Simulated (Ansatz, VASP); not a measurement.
Cu in VASP and in Ansatz

```xyz
2
Lattice="1.4451 -1.4451 -1.3600 1.4451 1.4451 -1.3600 2.8902 0.0000 2.7200" Properties=species:S:1:pos:R:3 pbc="T T T"
Cu   -0.0037    0.0002    0.0035
Cu    2.8939   -0.0002   -0.0035
```

Alike in both runs: functional PBEsol; k mesh 14 × 14 × 8; occupations gaussian, width 0.15 eV; no spin polarisation.

Ansatz relaxed the structure, and its values are those at the end. VASP's run is a single point on that final structure, the one shown.

```csv
,VASP,Ansatz
version,VASP 6.6.1,Ansatz 0.2.0
potentials or method,"VASP PAW PBE potentials, release 64 (Cu), cutoff 520 eV","scalar-relativistic, plane waves, PAW"
valence electrons in the cell,22,38
```

```csv
,VASP,Ansatz,Ansatz less VASP
gap on the k mesh at the Fermi level (eV),none,none,-
pressure (GPa),1.6,0.0,-1.53
```

VASP's potentials were made for PBE, not for PBEsol. A gap of «none» marks a metal or a gap that the smearing closes. VASP's potentials hold 22 valence electrons a cell and Ansatz's 38, so a difference there can come from the potentials and not from the codes. Ansatz's warnings: stress scf threshold loose.
